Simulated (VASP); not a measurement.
A run of VASP 6.6.1:

INCAR

```
SYSTEM = Na
ALGO = Normal ; EDIFF = 1E-8
ENCUT = 520 ; GGA = CA
ISIF = 2 ; ISMEAR = -1
LASPH = .TRUE. ; LCHARG = .FALSE.
LEFG = .TRUE. ; LREAL = .FALSE.
LWAVE = .FALSE. ; NBANDS = 14
NELM = 80 ; PREC = Accurate
SIGMA = 0.05
```

File KPOINTS:

```
k-points
0
G
  11 11 6
  0 0 0
```

The input POSCAR:

```
Na
1.0
    3.7293309876      0.0000000000      0.0000000000
   -1.8646654938      3.2296953744      0.0000000000
    0.0000000000      0.0000000000      6.1540000000
Na
2
Direct
    0.3333333333      0.6666666667      0.2500000000
    0.6666666667      0.3333333333      0.7500000000
```

Potentials or basis: VASP PAW LDA potentials, release 64 (Na_pv).

The run is started by

```sh
$ cat potpaw_LDA.64/Na_pv/POTCAR > POTCAR
$ mpirun -np 1 vasp_std > vasp.out
```

Hardware: 1 thread of Intel(R) Xeon(R) 6975P-C (Granite Rapids), with other jobs on the host.

Problem. Estimate the wall time of this run.

Solution. Run time: 19 s on 1 thread of Intel(R) Xeon(R) 6975P-C (Granite Rapids), on a shared host, peak memory 0.17 GiB. Counts: scf iterations 11, k points 64.
